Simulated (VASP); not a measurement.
# S (I4/mmm) in VASP: single point with r2SCAN

Aim: the single point of S with r2SCAN.

All numbers are computed with VASP 6.6.1; they aren't measurements. Logs are shortened: lines on timing, memory, paths and dates and some standing lists are left out, and cuts for length are marked.

## 1. The cell of the first run

It takes space group I4/mmm (No. 139, tetragonal). Conventional cell: a = 2.356 Å, b = 2.356 Å, c = 7.148 Å, α = 90.00°, β = 90.00°, γ = 90.00°. S (site symmetry 4/mmm) has 4 S at 2.36 Å within 3.1 Å.

## 2. Single point, r2SCAN

File POSCAR:

```
S
1.0
   -1.1779161405      1.1779161405      3.5738528625
    1.1779161405     -1.1779161405      3.5738528625
    1.1779161405      1.1779161405     -3.5738528625
S
1
Direct
    0.0000000000      0.0000000000      0.0000000000
```

File INCAR.step1:

```
SYSTEM = S
PREC = Accurate ; ENCUT = 520
ISMEAR = 0 ; SIGMA = 0.1
LREAL = .FALSE. ; LASPH = .TRUE.
NELM = 80 ; NBANDS = 9
GGA = PE ; ALGO = Normal
EDIFF = 1E-4 ; LWAVE = .TRUE.
LCHARG = .FALSE.
```

File INCAR.step2:

```
SYSTEM = S
PREC = Accurate ; ENCUT = 520
EDIFF = 1E-7 ; ISMEAR = 0
SIGMA = 0.1 ; LREAL = .FALSE.
LASPH = .TRUE. ; NELM = 80
ALGO = Normal ; ISIF = 2
LWAVE = .FALSE. ; LCHARG = .FALSE.
METAGGA = R2SCAN ; LMIXTAU = .TRUE.
NBANDS = 9 ; ISTART = 1
```

File KPOINTS:

```
Automatic mesh
0
G
  8 8 8
  0 0 0
```

Potentials or basis: VASP PAW PBE potentials, release 64 (S).

The run is started by

```
$ cat potpaw_PBE.64/S/POTCAR > POTCAR
$ cp INCAR.step1 INCAR
$ mpirun -np 1 vasp_std > vasp.out
$ cp INCAR.step2 INCAR
$ mpirun -np 1 vasp_std > vasp.out
```

OUTCAR:

```text
SYSTEM = S
   PREC = Accurate
   ENCUT = 520
   EDIFF = 1E-7
   ISMEAR = 0
   LREAL = .FALSE.
   LASPH = .TRUE.
   NELM = 80
   ISIF = 2
   METAGGA = R2SCAN
   ISTART = 1

 ion  position               nearest neighbor table
   1  0.000  0.000  0.000-

  LATTYP: Found a body centered tetragonal cell.
 ALAT       =     2.3558322810
 C/A-ratio  =     3.0340469407

  Lattice vectors:

 A1 = (  -1.1779161405,   1.1779161405,   3.5738528625)
 A2 = (   1.1779161405,  -1.1779161405,   3.5738528625)
 A3 = (   1.1779161405,   1.1779161405,  -3.5738528625)

Analysis of symmetry for initial positions (statically):
=====================================================================
 Subroutine PRICEL returns:
 Original cell was already a primitive cell.

 Routine SETGRP: Setting up the symmetry group for a
 body centered tetragonal supercell.

 Subroutine GETGRP returns: Found 16 space group operations
 (whereof 16 operations were pure point group operations)
 out of a pool of 16 trial point group operations.

The static configuration has the point symmetry D_4h.

Analysis of symmetry for dynamics (positions and initial velocities):
=====================================================================
 Subroutine PRICEL returns:
 Original cell was already a primitive cell.

 Routine SETGRP: Setting up the symmetry group for a
 body centered tetragonal supercell.

 Subroutine GETGRP returns: Found 16 space group operations
 (whereof 16 operations were pure point group operations)
 out of a pool of 16 trial point group operations.

The dynamic configuration has the point symmetry D_4h.

 Subroutine INISYM returns: Found 16 space group operations
 (whereof 16 operations are pure point group operations),
 and found     1 'primitive' translations

----------------------------------------------------------------------------------------

                                     Primitive cell

  volume of cell :      19.8347

  direct lattice vectors                    reciprocal lattice vectors
    -1.177916141  1.177916141  3.573852862     0.000000000  0.424478435  0.139905032
     1.177916141 -1.177916141  3.573852862     0.424478435  0.000000000  0.139905032
     1.177916141  1.177916141 -3.573852862     0.424478435  0.424478435  0.000000000

  length of vectors
     3.943018787  3.943018787  3.943018787     0.446939996  0.446939996  0.600303160

  position of ions in fractional coordinates (direct lattice)
     0.000000000  0.000000000  0.000000000

  ion indices of the primitive-cell ions
   primitive index   ion index
                 1           1

----------------------------------------------------------------------------------------

 KPOINTS: Automatic mesh

Automatic generation of k-mesh.
 Grid dimensions read from file:
 generate k-points for:    8    8    8

 Generating k-lattice:

  Cartesian coordinates                     Fractional coordinates (reciprocal lattice)
     0.000000000  0.053059804  0.017488129     0.125000000  0.000000000  0.000000000
     0.053059804  0.000000000  0.017488129     0.000000000  0.125000000  0.000000000
     0.053059804  0.053059804  0.000000000     0.000000000  0.000000000  0.125000000

  Length of vectors
     0.055867499  0.055867499  0.075037895

  Shift w.r.t. Gamma in fractional coordinates (k-lattice)
     0.000000000  0.000000000  0.000000000

 Subroutine IBZKPT returns following result:
 ===========================================

 Found     59 irreducible k-points:

 Following reciprocal coordinates:
            Coordinates               Weight
  0.000000  0.000000  0.000000      1.000000
  0.125000 -0.000000  0.000000      8.000000
  0.250000 -0.000000  0.000000      8.000000
  0.375000 -0.000000  0.000000      8.000000
  0.500000 -0.000000  0.000000      4.000000
  0.125000  0.125000  0.000000      8.000000
[... 16 lines left out ...]
  0.250000  0.125000  0.125000     16.000000
  0.375000  0.125000  0.125000      8.000000
 [... further k-points ...]
   k-points           NKPTS =     59   k-points in BZ     NKDIM =     59   number of bands    NBANDS=      9
   number of dos      NEDOS =    301   number of ions     NIONS =      1
   total plane-waves  NPLWV =  27000
   dimension x,y,z NGX =    30 NGY =   30 NGZ =   30
   dimension x,y,z NGXF=    60 NGYF=   60 NGZF=   60
   ions per type =               1
   NGX,Y,Z   is equivalent  to a cutoff of  12.65, 12.65, 12.65 a.u.
   NGXF,Y,Z  is equivalent  to a cutoff of  25.30, 25.30, 25.30 a.u.
 SYSTEM =  S
   PREC   = accura    normal or accurate (medium, high low for compatibility)
   ISTART =      1    job   : 0-new  1-cont  2-samecut
   ICHARG =      0    charge: 1-file 2-atom 10-const
   ISPIN  =      1    spin polarized calculation?
   LNONCOLLINEAR =      F non collinear calculations
   LSORBIT =      F    spin-orbit coupling
   LASPH  =      T    aspherical Exc in radial PAW
   ENCUT  =  520.0 eV  38.22 Ry    6.18 a.u.   7.33  7.33  7.33*2*pi/ulx,y,z
   NELM   =     80;   NELMIN=  2; NELMDL=  0     # of ELM steps
   EDIFF  = 0.1E-06   stopping-criterion for ELM
   LREAL  =      F    real-space projection
   EDIFFG = 0.1E-05   stopping-criterion for IOM
   NSW    =      0    number of steps for IOM
   IBRION =     -1    ionic relax: 0-MD 1-quasi-New 2-CG
   NFREE  =      0    steps in history (QN), initial steepest desc. (CG)
   ISIF   =      2    stress and relaxation
   ISYM   =      2    0-nonsym 1-usesym 2-fastsym
   POTIM  = 0.5000    time-step for ionic-motion
   TEBEG  =    0.0;   TEEND  =   0.0 temperature during run
   PSTRESS=    0.0 pullay stress
   NELECT =       6.0000    total number of electrons
   NUPDOWN=      -1.0000    fix difference up-down
   EMIN   =  10.00;   EMAX   =-10.00  energy-range for DOS
   EFERMI =   0.00;   METHOD = LEGACY
   ISMEAR =     0;   SIGMA  =   0.10  broadening in eV -4-tet -1-fermi 0-gaus
   EFERMI_NEDOS =   21; number of points for ismear=-14 and -15
   IALGO  =     38    algorithm
   IMIX   =      4    mixing-type and parameters
     AMIX     =   0.40;   BMIX     =  1.00
     AMIX_MAG =   1.60;   BMIX_MAG =  1.00
  volume/ion in A,a.u.               =      19.83       133.85
  Fermi-wavevector in a.u.,A,eV,Ry     =   1.098964  2.076741 16.432052  1.207722
  Thomas-Fermi vector in A             =   2.235350
   LORBIT       =      0    0 simple, 1 ext, 2 COOP (PROOUT), +10 PAW based schemes
   METAGGA = R2SCAN    functional components
   LHFCALC =     F    Hartree Fock is set to
   AEXX    =    0.0000 exact exchange contribution
   IVDW    =     0    specifies the selected vdW correction
   LEPSILON=     F    determine dielectric tensor
   LRPA    =     F    only Hartree local field effects (RPA)
 non-spin polarized calculation
 Gauss-broadening in eV      SIGMA  =   0.10
  energy-cutoff  :      520.00
  volume of cell :       19.83
 maximum number of plane-waves:       552
 NGX is ok and might be reduce to    30
   NGX = 15   NGY = 15   NGZ = 15

 number of electron       5.9999999 magnetization

 Free energy of the ion-electron system (eV)
  ---------------------------------------------------
  ext. energy  EPLUGINS =         0.00000000
  ---------------------------------------------------
  free energy    TOTEN  =        -7.46449133 eV

  energy without entropy =       -7.45877750  energy(sigma->0) =       -7.46163441

 E-fermi :   4.6003     XC(G=0): -10.1771

 val. band max:        4.5893637752   @ k =   0.3750   0.2500   0.0000
 cond. band min:       4.6497728672   @ k =   0.2500   0.1250   0.1250
 fundamental gap:      0.0604090920
 Fermi energy:         4.6003352387

 k-point     1 :       0.0000    0.0000    0.0000
  band No.  band energies     occupation
      1     -13.1593      2.00000
      2       0.6767      2.00000
      3       8.9804      0.00000
      4       9.5981      0.00000
      5       9.5981      0.00000
      6      13.8474      0.00000
      7      20.2672      0.00000
      8      24.5430      0.00000
      9      24.5430      0.00000

 k-point     2 :       0.1250   -0.0000    0.0000
  band No.  band energies     occupation
      1     -12.7636      2.00000
      2       0.8787      2.00000
      3       6.3563      0.00000
      4       9.6357      0.00000
      5       9.8600      0.00000
      6      16.0787      0.00000
      7      20.3180      0.00000
      8      21.9869      0.00000
      9      24.9085      0.00000

 k-point     3 :       0.2500   -0.0000    0.0000
  band No.  band energies     occupation
      1     -11.6068      2.00000
      2       1.4852      2.00000
      3       1.9249      2.00000
      4      10.5826      0.00000
      5      11.3383      0.00000
      6      15.7833      0.00000
      7      18.0118      0.00000
      8      25.8848      0.00000
      9      25.9491      0.00000

 k-point     4 :       0.3750   -0.0000    0.0000
  band No.  band energies     occupation
      1      -9.8539      2.00000
      2      -1.9437      2.00000
      3       2.4197      2.00000
      4      11.4546      0.00000
      5      11.5009      0.00000
      6      15.0589      0.00000
      7      19.4095      0.00000
      8      23.3513      0.00000
      9      24.6425      0.00000

 k-point     5 :       0.5000   -0.0000    0.0000
  band No.  band energies     occupation
      1      -8.5577      2.00000
      2      -3.9533      2.00000
      3       2.9804      2.00000
      4      10.2326      0.00000
      5      11.9785      0.00000
      6      17.5415      0.00000
      7      19.2614      0.00000
      8      22.1695      0.00000
      9      22.2994      0.00000

 k-point     6 :       0.1250    0.1250    0.0000
  band No.  band energies     occupation
      1     -12.3492      2.00000
      2       0.8970      2.00000
      3       5.9800      0.00000
      4       7.4901      0.00000
      5      10.7117      0.00000
      6      18.7663      0.00000
      7      20.5554      0.00000
      8      21.2397      0.00000
      9      22.6959      0.00000
[... 169 lines left out ...]
 k-point    21 :       0.5000    0.5000    0.0000
  band No.  band energies     occupation
      1      -3.5282      2.00000
      2      -0.9343      2.00000
      3      -0.7505      2.00000
      4       6.0994      0.00000
      5       8.5067      0.00000
      6      13.6570      0.00000
      7      16.3224      0.00000
      8      21.1442      0.00000
      9      21.9636      0.00000

 k-point    22 :       0.1250    0.1250    0.1250
  band No.  band energies     occupation
      1     -10.0960      2.00000
      2       2.2760      2.00000
      3       2.7253      2.00000
      4       4.2744      2.00000
      5      12.8971      0.00000
      6      17.1033      0.00000
      7      17.2723      0.00000
      8      18.7393      0.00000
      9      26.3025      0.00000

 k-point    23 :       0.2500    0.1250    0.1250
  band No.  band energies     occupation
      1      -8.3366      2.00000
      2      -0.7491      2.00000
      3       3.6521      2.00000
      4       4.6498      0.48446
      5      13.0033      0.00000
      6      14.7424      0.00000
      7      16.8625      0.00000
      8      19.3244      0.00000
      9      24.8555      0.00000

 k-point    24 :       0.3750    0.1250    0.1250
  band No.  band energies     occupation
      1      -7.0091      2.00000
      2      -2.7237      2.00000
      3       4.2057      2.00000
      4       5.2519      0.00000
      5      11.7995      0.00000
      6      13.5367      0.00000
      7      19.1131      0.00000
      8      20.1582      0.00000
      9      22.3765      0.00000

 [... further k-points ...]

------------------------ aborting loop because EDIFF is reached ----------------------------------------

  FORCE on cell =-STRESS in cart. coord.  units (eV):
  Direction    XX          YY          ZZ          XY          YZ          ZX
  --------------------------------------------------------------------------------------
  -------------------------------------------------------------------------------------
  Total       -0.0627830     -0.0627830      0.0179069      0.0000000      0.0000000      0.0000000
  in kB       -5.0713912     -5.0713912      1.4464573      0.0000000      0.0000000      0.0000000
  external PRESSURE =      -2.8987751 kB  Pullay stress =       0.0000000 kB

 VOLUME and BASIS-vectors are now :
 -----------------------------------------------------------------------------
  energy-cutoff  :      520.00
  volume of cell :       19.83
      direct lattice vectors                 reciprocal lattice vectors
    -1.177916141  1.177916141  3.573852862     0.000000000  0.424478435  0.139905032
     1.177916141 -1.177916141  3.573852862     0.424478435  0.000000000  0.139905032
     1.177916141  1.177916141 -3.573852862     0.424478435  0.424478435  0.000000000

 POSITION                                       TOTAL-FORCE (eV/Angst)
 -----------------------------------------------------------------------------------
      0.00000      0.00000      0.00000        -0.000000      0.000000      0.000000
 -----------------------------------------------------------------------------------
    total drift:                               -0.000000     -0.000000     -0.000000

  FREE ENERGIE OF THE ION-ELECTRON SYSTEM (eV)
  ---------------------------------------------------
  free  energy   TOTEN  =        -7.4644913313 eV

  energy  without entropy=       -7.4587774973  energy(sigma->0) =       -7.46163441
```

It took 40 s on 1 thread of Intel Xeon 6975P-C (Granite Rapids), shared host; peak memory 0.16 GiB.

What came out:

| Item | Value |
| --- | --- |
| Free energy | -7.4645 eV |
| Pressure | -0.3 GPa |
| Band gap on the k mesh | zero (bands 3 and 4 overlap by 5.51 eV) |

Stress tensor (GPa, compression positive):
```
-0.51  0.00  0.00
 0.00 -0.51  0.00
 0.00  0.00  0.14
```

Caveat: the PAW data sets were made with another functional, which shifts forces and pressure a little.
